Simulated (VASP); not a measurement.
A run of VASP 6.6.1 is set up as follows.

INCAR

```
SYSTEM = Sc
PREC     = Accurate       ! precision mode
ENCUT    = 520            ! plane-wave cutoff, eV
EDIFF    = 1E-6           ! SCF threshold, eV
ISMEAR   = -1             ! smearing method
SIGMA    = 0.05           ! smearing width, eV
LREAL    = .FALSE.        ! projectors in reciprocal space
LASPH    = .TRUE.         ! aspherical terms in the spheres
NELM     = 60             ! most SCF steps
ALGO     = Normal         ! electronic algorithm
ISIF     = 2              ! what is computed and relaxed
LWAVE    = .FALSE.        ! write WAVECAR
LCHARG   = .FALSE.        ! write CHGCAR
GGA      = CA             ! functional
NBANDS   = 12             ! bands
```

File KPOINTS:

```
Automatic mesh
0
G
  17 17 17
  0 0 0
```

The input POSCAR:

```
Sc
1.0
   -1.4340651093      1.4340651093      1.4340651093
    1.4340651093     -1.4340651093      1.4340651093
    1.4340651093      1.4340651093     -1.4340651093
Sc
1
Direct
    0.0000000000      0.0000000000      0.0000000000
```

Potentials or basis: VASP PAW LDA potentials, release 64 (Sc_sv).

Run with:

```console
$ cat potpaw_LDA.64/Sc_sv/POTCAR > POTCAR
$ mpirun -np 1 vasp_std > vasp.out
```

(1) Predict the pressure.

## Answers

(1) 95.5 GPa.
